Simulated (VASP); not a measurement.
# Ge (Fd-3m) in VASP: further runs

The runs below take Ge through single point, with revPBE.

Everything below comes from runs of VASP 6.6.1. Logs are shortened: lines on timing, memory, paths and dates and some standing lists are left out, and cuts for length are marked.

## Step 1: The cell of the first run

The structure is cubic, space group Fd-3m (No. 227). The conventional cell has a = 5.658 Å, b = 5.658 Å, c = 5.658 Å, α = 90.00°, β = 90.00°, γ = 90.00°. Within 3.2 Å of Ge (site symmetry -43m) lie 4 Ge at 2.45 Å.

## Step 2: Single point, revPBE

INCAR

```
SYSTEM = Ge
ALGO = Normal
EDIFF = 1E-6
ENCUT = 500
GGA = RE
GGA_COMPAT = .False.
ISIF = 2
ISMEAR = 0
LASPH = .True.
LCHARG = .False.
LREAL = .False.
LWAVE = .False.
NBANDS = 21
NELM = 120
PREC = Accurate
SIGMA = 0.01
```

KPOINTS

```
k-points
0
Gamma
  4 4 4
  0 0 0
```

POSCAR

```
Ge
1.0
    0.0000000000      2.8289100000      2.8289100000
    2.8289100000      0.0000000000      2.8289100000
    2.8289100000      2.8289100000      0.0000000000
Ge
2
Direct
    0.0000000000      0.0000000000      0.0000000000
    0.2500000000      0.2500000000      0.2500000000
```

Potentials or basis: VASP PAW PBE potentials, release 64 (Ge_d).

Started as:

```bash
$ cat potpaw_PBE.64/Ge_d/POTCAR > POTCAR
$ mpirun -np 1 vasp_std > vasp.out
```

OUTCAR:

```text
SYSTEM = Ge
   EDIFF = 1E-6
   ENCUT = 500
   GGA = RE
   ISIF = 2
   ISMEAR = 0
   LASPH = .True.
   LREAL = .False.
   NELM = 120
   PREC = Accurate

 ion  position               nearest neighbor table
   1  0.000  0.000  0.000-   2 2.45   2 2.45   2 2.45   2 2.45
   2  0.250  0.250  0.250-   1 2.45   1 2.45   1 2.45   1 2.45

  LATTYP: Found a face centered cubic cell.
 ALAT       =     5.6578200000

  Lattice vectors:

 A1 = (   0.0000000000,   2.8289100000,   2.8289100000)
 A2 = (   2.8289100000,   0.0000000000,   2.8289100000)
 A3 = (   2.8289100000,   2.8289100000,   0.0000000000)

Analysis of symmetry for initial positions (statically):
=====================================================================
 Subroutine PRICEL returns:
 Original cell was already a primitive cell.

 Routine SETGRP: Setting up the symmetry group for a
 face centered cubic supercell.

 Subroutine GETGRP returns: Found 48 space group operations
 (whereof 24 operations were pure point group operations)
 out of a pool of 48 trial point group operations.

The static configuration has the point symmetry T_d .
 The point group associated with its full space group is O_h .

Analysis of symmetry for dynamics (positions and initial velocities):
=====================================================================
 Subroutine PRICEL returns:
 Original cell was already a primitive cell.

 Routine SETGRP: Setting up the symmetry group for a
 face centered cubic supercell.

 Subroutine GETGRP returns: Found 48 space group operations
 (whereof 24 operations were pure point group operations)
 out of a pool of 48 trial point group operations.

The dynamic configuration has the point symmetry T_d .
 The point group associated with its full space group is O_h .

 Subroutine INISYM returns: Found 48 space group operations
 (whereof 24 operations are pure point group operations),
 and found     1 'primitive' translations

----------------------------------------------------------------------------------------

                                     Primitive cell

  volume of cell :      45.2780

  direct lattice vectors                    reciprocal lattice vectors
     0.000000000  2.828910000  2.828910000    -0.176746521  0.176746521  0.176746521
     2.828910000  0.000000000  2.828910000     0.176746521 -0.176746521  0.176746521
     2.828910000  2.828910000  0.000000000     0.176746521  0.176746521 -0.176746521

  length of vectors
     4.000682889  4.000682889  4.000682889     0.306133954  0.306133954  0.306133954

  position of ions in fractional coordinates (direct lattice)
     0.000000000  0.000000000  0.000000000
     0.250000000  0.250000000  0.250000000

  ion indices of the primitive-cell ions
   primitive index   ion index
                 1           1
                 2           2

----------------------------------------------------------------------------------------

 KPOINTS: k-points

Automatic generation of k-mesh.
 Grid dimensions read from file:
 generate k-points for:    4    4    4

 Generating k-lattice:

  Cartesian coordinates                     Fractional coordinates (reciprocal lattice)
    -0.044186630  0.044186630  0.044186630     0.250000000  0.000000000  0.000000000
     0.044186630 -0.044186630  0.044186630     0.000000000  0.250000000  0.000000000
     0.044186630  0.044186630 -0.044186630     0.000000000  0.000000000  0.250000000

  Length of vectors
     0.076533488  0.076533488  0.076533488

  Shift w.r.t. Gamma in fractional coordinates (k-lattice)
     0.000000000  0.000000000  0.000000000

 Subroutine IBZKPT returns following result:
 ===========================================

 Found      8 irreducible k-points:

 Following reciprocal coordinates:
            Coordinates               Weight
  0.000000  0.000000  0.000000      1.000000
  0.250000  0.000000  0.000000      8.000000
  0.500000  0.000000  0.000000      4.000000
  0.250000  0.250000  0.000000      6.000000
  0.500000  0.250000  0.000000     24.000000
 -0.250000  0.250000  0.000000     12.000000
  0.500000  0.500000  0.000000      3.000000
 -0.250000  0.500000  0.250000      6.000000
   k-points           NKPTS =      8   k-points in BZ     NKDIM =      8   number of bands    NBANDS=     21
   number of dos      NEDOS =    301   number of ions     NIONS =      2
   total plane-waves  NPLWV =  27000
   dimension x,y,z NGX =    30 NGY =   30 NGZ =   30
   dimension x,y,z NGXF=    60 NGYF=   60 NGZF=   60
   ions per type =               2
   NGX,Y,Z   is equivalent  to a cutoff of  12.47, 12.47, 12.47 a.u.
   NGXF,Y,Z  is equivalent  to a cutoff of  24.93, 24.93, 24.93 a.u.
 SYSTEM =  Ge
   PREC   = accura    normal or accurate (medium, high low for compatibility)
   ISTART =      0    job   : 0-new  1-cont  2-samecut
   ICHARG =      2    charge: 1-file 2-atom 10-const
   ISPIN  =      1    spin polarized calculation?
   LNONCOLLINEAR =      F non collinear calculations
   LSORBIT =      F    spin-orbit coupling
   LASPH  =      T    aspherical Exc in radial PAW
   ENCUT  =  500.0 eV  36.75 Ry    6.06 a.u.   7.29  7.29  7.29*2*pi/ulx,y,z
   NELM   =    120;   NELMIN=  2; NELMDL= -5     # of ELM steps
   EDIFF  = 0.1E-05   stopping-criterion for ELM
   LREAL  =      F    real-space projection
   EDIFFG = 0.1E-04   stopping-criterion for IOM
   NSW    =      0    number of steps for IOM
   IBRION =     -1    ionic relax: 0-MD 1-quasi-New 2-CG
   NFREE  =      0    steps in history (QN), initial steepest desc. (CG)
   ISIF   =      2    stress and relaxation
   ISYM   =      2    0-nonsym 1-usesym 2-fastsym
   POTIM  = 0.5000    time-step for ionic-motion
   TEBEG  =    0.0;   TEEND  =   0.0 temperature during run
   PSTRESS=    0.0 pullay stress
   NELECT =      28.0000    total number of electrons
   NUPDOWN=      -1.0000    fix difference up-down
   EMIN   =  10.00;   EMAX   =-10.00  energy-range for DOS
   EFERMI =   0.00;   METHOD = LEGACY
   ISMEAR =     0;   SIGMA  =   0.01  broadening in eV -4-tet -1-fermi 0-gaus
   EFERMI_NEDOS =   21; number of points for ismear=-14 and -15
   IALGO  =     38    algorithm
   IMIX   =      4    mixing-type and parameters
     AMIX     =   0.40;   BMIX     =  1.00
     AMIX_MAG =   1.60;   BMIX_MAG =  1.00
  volume/ion in A,a.u.               =      22.64       152.78
  Fermi-wavevector in a.u.,A,eV,Ry     =   1.394756  2.635708 26.468033  1.945346
  Thomas-Fermi vector in A             =   2.518275
   LORBIT       =      0    0 simple, 1 ext, 2 COOP (PROOUT), +10 PAW based schemes
   GGA     = RE    functional components
   LHFCALC =     F    Hartree Fock is set to
   AEXX    =    0.0000 exact exchange contribution
   IVDW    =     0    specifies the selected vdW correction
   LEPSILON=     F    determine dielectric tensor
   LRPA    =     F    only Hartree local field effects (RPA)
 non-spin polarized calculation
 Gauss-broadening in eV      SIGMA  =   0.01
  energy-cutoff  :      500.00
  volume of cell :       45.28
 maximum number of plane-waves:      1174
 NGX is ok and might be reduce to    30
   NGX = 15   NGY = 15   NGZ = 15

 number of electron      28.0000022 magnetization

 Free energy of the ion-electron system (eV)
  ---------------------------------------------------
  ext. energy  EPLUGINS =         0.00000000
  ---------------------------------------------------
  free energy    TOTEN  =        -8.16504626 eV

  energy without entropy =       -8.16504626  energy(sigma->0) =       -8.16504626

 E-fermi :   5.1939     XC(G=0):  -9.7532

 val. band max:        5.1150632419   @ k =   0.0000   0.0000   0.0000
 cond. band min:       5.2415394782   @ k =   0.0000   0.0000   0.0000
 fundamental gap:      0.1264762363
 Fermi energy:         5.1939261342

 k-point     1 :       0.0000    0.0000    0.0000
  band No.  band energies     occupation
      1     -19.7087      2.00000
      2     -19.7087      2.00000
      3     -19.7087      2.00000
      4     -19.6737      2.00000
      5     -19.6737      2.00000
      6     -19.4633      2.00000
[... 13 lines left out ...]
     20      14.5423      0.00000
     21      14.5423      0.00000

 k-point     2 :       0.2500    0.0000    0.0000
  band No.  band energies     occupation
      1     -19.7270      2.00000
      2     -19.7270      2.00000
      3     -19.7001      2.00000
      4     -19.6452      2.00000
      5     -19.6452      2.00000
      6     -19.4892      2.00000
[... 13 lines left out ...]
     20      13.4411      0.00000
     21      13.4411      0.00000

 k-point     3 :       0.5000    0.0000    0.0000
  band No.  band energies     occupation
      1     -19.7332      2.00000
      2     -19.7332      2.00000
      3     -19.6914      2.00000
      4     -19.6321      2.00000
      5     -19.6321      2.00000
      6     -19.4981      2.00000
[... 13 lines left out ...]
     20      16.2893      0.00000
     21      16.3601      0.00000

 k-point     4 :       0.2500    0.2500    0.0000
  band No.  band energies     occupation
      1     -19.7270      2.00000
      2     -19.7270      2.00000
      3     -19.7155      2.00000
      4     -19.6397      2.00000
      5     -19.6045      2.00000
      6     -19.5503      2.00000
[... 13 lines left out ...]
     20      15.4167      0.00000
     21      15.6073      0.00000

 k-point     5 :       0.5000    0.2500    0.0000
  band No.  band energies     occupation
      1     -19.7543      2.00000
      2     -19.7392      2.00000
      3     -19.6718      2.00000
      4     -19.6051      2.00000
      5     -19.5854      2.00000
      6     -19.5667      2.00000
[... 13 lines left out ...]
     20      16.5025      0.00000
     21      16.9803      0.00000

 k-point     6 :      -0.2500    0.2500    0.0000
  band No.  band energies     occupation
      1     -19.7493      2.00000
      2     -19.7421      2.00000
      3     -19.6652      2.00000
      4     -19.6296      2.00000
      5     -19.6021      2.00000
      6     -19.5305      2.00000
[... 13 lines left out ...]
     20      14.6663      0.00000
     21      17.1420      0.00000

 k-point     7 :       0.5000    0.5000    0.0000
  band No.  band energies     occupation
      1     -19.7426      2.00000
      2     -19.7426      2.00000
      3     -19.6579      2.00000
      4     -19.6579      2.00000
      5     -19.5594      2.00000
      6     -19.5594      2.00000
[... 13 lines left out ...]
     20      16.8392      0.00000
     21      17.9752      0.00000

 k-point     8 :      -0.2500    0.5000    0.2500
  band No.  band energies     occupation
      1     -19.7564      2.00000
      2     -19.7564      2.00000
      3     -19.6155      2.00000
      4     -19.6155      2.00000
      5     -19.5671      2.00000
      6     -19.5671      2.00000
[... 13 lines left out ...]
     20      16.2013      0.00000
     21      18.1285      0.00000

------------------------ aborting loop because EDIFF is reached ----------------------------------------

  FORCE on cell =-STRESS in cart. coord.  units (eV):
  Direction    XX          YY          ZZ          XY          YZ          ZX
  --------------------------------------------------------------------------------------
  -------------------------------------------------------------------------------------
  Total        1.3508911      1.3508911      1.3508911     -0.0000000      0.0000000      0.0000000
  in kB       47.8017220     47.8017220     47.8017220     -0.0000000      0.0000000      0.0000000
  external PRESSURE =      47.8017220 kB  Pullay stress =       0.0000000 kB

 VOLUME and BASIS-vectors are now :
 -----------------------------------------------------------------------------
  energy-cutoff  :      500.00
  volume of cell :       45.28
      direct lattice vectors                 reciprocal lattice vectors
     0.000000000  2.828910000  2.828910000    -0.176746521  0.176746521  0.176746521
     2.828910000  0.000000000  2.828910000     0.176746521 -0.176746521  0.176746521
     2.828910000  2.828910000  0.000000000     0.176746521  0.176746521 -0.176746521

 POSITION                                       TOTAL-FORCE (eV/Angst)
 -----------------------------------------------------------------------------------
      0.00000      0.00000      0.00000        -0.000000     -0.000000     -0.000000
      1.41446      1.41446      1.41446         0.000000      0.000000      0.000000
 -----------------------------------------------------------------------------------
    total drift:                                0.000000      0.000000      0.000000

  FREE ENERGIE OF THE ION-ELECTRON SYSTEM (eV)
  ---------------------------------------------------
  free  energy   TOTEN  =        -8.1650462568 eV

  energy  without entropy=       -8.1650462568  energy(sigma->0) =       -8.16504626
```

It took 23 s on 1 thread of Intel Xeon 8259CL, shared host; peak memory 0.16 GiB.

What came out:

```yaml
Free_energy: -8.1650 eV
Pressure: 4.8 GPa
Band_gap_on_the_k_mesh: 0.13 eV, direct
```

Caveat: the k points lie up to 0.48 Å⁻¹ apart; the PAW data sets were made with another functional, which shifts forces and pressure a little. A k mesh can miss the band edges.

## Step 3: Single point, revPBE

INCAR

```
PREC = Accurate ; ENCUT = 500
EDIFF = 1E-6 ; ISMEAR = 0
SIGMA = 0.01 ; LREAL = False
LASPH = True ; NELM = 120
ALGO = Normal ; ISIF = 2
LWAVE = False ; LCHARG = False
GGA = RE ; NBANDS = 21
GGA_COMPAT = False
```

KPOINTS

```
Automatic mesh
0
Gamma
  4 4 4
```

POSCAR is that of step 2.

Potentials or basis: VASP PAW PBE potentials, release 64 (Ge_d).

Started as:

```bash
$ cat potpaw_PBE.64/Ge_d/POTCAR > POTCAR
$ mpirun -np 1 vasp_std > vasp.out
```

Wall time 19 s (1 thread of Intel Xeon 8259CL, shared host); peak memory 0.16 GiB.

It converged, with:

| Quantity | Value |
| --- | --- |
| Free energy | -8.1650 eV |
| Pressure | 4.8 GPa |
| Band gap on the k mesh | 0.13 eV, direct |

Levels at points of the mesh, in eV from the valence-band top:
| k point | band 10 | band 11 | band 12 | band 13 | band 14 | band 15 | band 16 | band 17 | band 18 | band 19 |
| --- | --- | --- | --- | --- | --- | --- | --- | --- | --- | --- |
| (0.00, 0.00, 0.00) | -24.57 | -12.75 | 0.00 | 0.00 | 0.00 | 0.13 | 2.55 | 2.55 | 2.55 | 6.62 |
| (0.50, 0.00, 0.00) | -24.54 | -10.66 | -7.57 | -1.41 | -1.41 | 0.25 | 3.75 | 3.75 | 7.27 | 10.72 |
| (0.50, 0.50, 0.00) | -24.52 | -8.86 | -8.86 | -3.08 | -3.08 | 0.81 | 0.81 | 9.54 | 9.54 | 11.72 |

Caveat: the k points lie up to 0.48 Å⁻¹ apart; the PAW data sets were made with another functional, which shifts forces and pressure a little. A k mesh can miss the band edges.
